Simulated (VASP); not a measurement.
Here is a VASP 6.6.1 calculation.

The input INCAR:

```
PREC     = Accurate       # precision mode
ENCUT    = 520            # plane-wave cutoff, eV
EDIFF    = 1E-8           # SCF threshold, eV
ISMEAR   = -1             # smearing method
SIGMA    = 0.05           # smearing width, eV
LREAL    = False          # projectors in reciprocal space
LASPH    = True           # aspherical terms in the spheres
NELM     = 60             # most SCF steps
ALGO     = Normal         # electronic algorithm
ISIF     = 2              # what is computed and relaxed
LWAVE    = False          # write WAVECAR
LCHARG   = False          # write CHGCAR
GGA      = CA             # functional
NBANDS   = 16             # bands
IBRION   = 8              # ionic algorithm
NSW      = 1              # ionic steps
```

Contents of KPOINTS:

```
regular mesh
0
Gamma
  8 8 8
```

The input POSCAR:

```
CdSe
1.0
    4.3420191692      0.0000000000      0.0000000000
    2.1710095846      3.7602989042      0.0000000000
    2.1710095846      1.2534329681      3.5452438060
Cd Se
1 1
Direct
    0.0000000000      0.0000000000      0.0000000000
    0.2500000000      0.2500000000      0.2500000000
```

Potentials or basis: VASP PAW LDA potentials, release 64 (Cd, Se).

Command:

```console
$ cat potpaw_LDA.64/Cd/POTCAR potpaw_LDA.64/Se/POTCAR > POTCAR
$ mpirun -np 1 vasp_std > vasp.out
```

(1) What does it give for the highest phonon frequency at Γ, LO-TO splitting left out?

Results:

(1) 158 cm⁻¹.

Caveat: the cell wasn't relaxed at this level first, which shifts response properties.
